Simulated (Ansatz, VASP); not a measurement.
## Sr in VASP and in Ansatz

Contents of POSCAR:

```
Sr
1.0
   -2.3886250000      2.3886250000      2.3886250000
    2.3886250000     -2.3886250000      2.3886250000
    2.3886250000      2.3886250000     -2.3886250000
Sr
1
Direct
    0.0000000000      0.0000000000      0.0000000000
```

Contents of INCAR.step1:

```
PREC     = Accurate       # precision mode
ENCUT    = 520            # plane-wave cutoff, eV
ISMEAR   = 0              # smearing method
SIGMA    = 0.15           # smearing width, eV
LREAL    = False          # projectors in reciprocal space
LASPH    = True           # aspherical terms in the spheres
NELM     = 100            # most SCF steps
NBANDS   = 11             # bands
GGA      = PE             # functional
ALGO     = Normal         # electronic algorithm
EDIFF    = 1E-4           # SCF threshold, eV
LWAVE    = True           # write WAVECAR
LCHARG   = False          # write CHGCAR
```

File INCAR.step2:

```
PREC     = Accurate       # precision mode
ENCUT    = 520            # plane-wave cutoff, eV
EDIFF    = 1E-7           # SCF threshold, eV
ISMEAR   = 0              # smearing method
SIGMA    = 0.15           # smearing width, eV
LREAL    = False          # projectors in reciprocal space
LASPH    = True           # aspherical terms in the spheres
NELM     = 100            # most SCF steps
ALGO     = Normal         # electronic algorithm
ISIF     = 2              # what is computed and relaxed
LWAVE    = False          # write WAVECAR
LCHARG   = False          # write CHGCAR
METAGGA  = R2SCAN         # meta-GGA
LMIXTAU  = True         
NBANDS   = 11             # bands
ISTART   = 1
```

KPOINTS

```
Automatic mesh
0
Gamma
  14 14 14
```

Input for Ansatz:

```yaml
crystal:
  lattice:
    - [-2.388625, 2.388625, 2.388625]
    - [2.388625, -2.388625, 2.388625]
    - [2.388625, 2.388625, -2.388625]
  atoms:
    - { symbol: Sr, position: [0.0, 0.0, 0.0] }
basis:
  ecutwfc: 500
kpoints:
  mp_grid: { grid: [14, 14, 14] }
hamiltonian:
  xc: r2scan
scf:
  occupations: { method: gaussian, width: 0.15 }
output:
  forces: true
  stress: true
  eigenvalues: true
```

Change from the starting cell: strain -0.015 along x and y, -0.015 along z, atoms carried along.

Alike in both runs: task single point; functional r2SCAN; k mesh 14 × 14 × 14; occupations gaussian, width 0.15 eV; no spin polarisation.

|  | VASP | Ansatz |
| --- | --- | --- |
| version | VASP 6.6.1 | Ansatz 0.2.0 |
| potentials or method | VASP PAW PBE potentials, release 64 (Sr_sv), cutoff 520 eV | scalar-relativistic, plane waves, PAW |
| valence electrons in the cell | 10 | 10 |

```csv
,VASP,Ansatz,Ansatz less VASP
gap on the k mesh at the Fermi level (eV),none,none,-
pressure (GPa),0.3,0.3,-0.01
```

VASP's potentials were made for PBE, not for r2SCAN. A gap of «none» marks a metal or a gap that the smearing closes.
